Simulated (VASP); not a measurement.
Runs of VASP 6.6.1 on MnO. The structure is that of space group P6_3/mmc (No. 194), or close to it. The cells are those of the table. 

```tsv
level	potentials or basis	U	cell	smearing	gap on the mesh (eV)	pressure (GPa)	moment (μB)
LDA	VASP PAW LDA potentials, release 64 (Mn_pv, O)	-	a = 3.078, b = 3.078, c = 5.300 Å, angles 90.0, 90.0, 120.0°, 4 atoms	gaussian 0.05 eV	(a)	-15.5	0.00
r2SCAN	VASP PAW PBE potentials, release 64 (Mn_pv, O)	-	a = 3.078, b = 3.078, c = 5.300 Å, angles 90.0, 90.0, 120.0°, 4 atoms	gaussian 0.05 eV	1.81	-1.1	0.00
revPBE	VASP PAW PBE potentials, release 64 (Mn_pv, O)	-	a = 3.078, b = 3.078, c = 5.300 Å, angles 90.0, 90.0, 120.0°, 4 atoms	tetrahedron	1.00	(b)	0.00
RPBE+U	VASP PAW PBE potentials, release 64 (Mn_pv, O)	Mn d U = 2.0 eV	a = 3.078, b = 3.078, c = 5.300 Å, angles 90.0, 90.0, 120.0°, 4 atoms	gaussian 0.05 eV	1.62	10.5	0.00
PBE	VASP PAW PBE potentials, release 64 (Mn_pv, O)	-	a = 3.055, b = 3.055, c = 5.270 Å, angles 90.0, 90.0, 120.0°, 4 atoms	gaussian 0.05 eV	0.76	3.1	0.00
```

Alike in all rows: task single point; spin collinear, antiferromagnetic start; k mesh 12 × 12 × 8; cutoff (eV) 520.

**Question.** Estimate the missing entries.

**Answer.** (a) 0.35; (b) 4.4.

Caveats: the PAW data sets were made with another functional, which shifts forces and pressure a little (some runs).

A k mesh can miss the band edges.
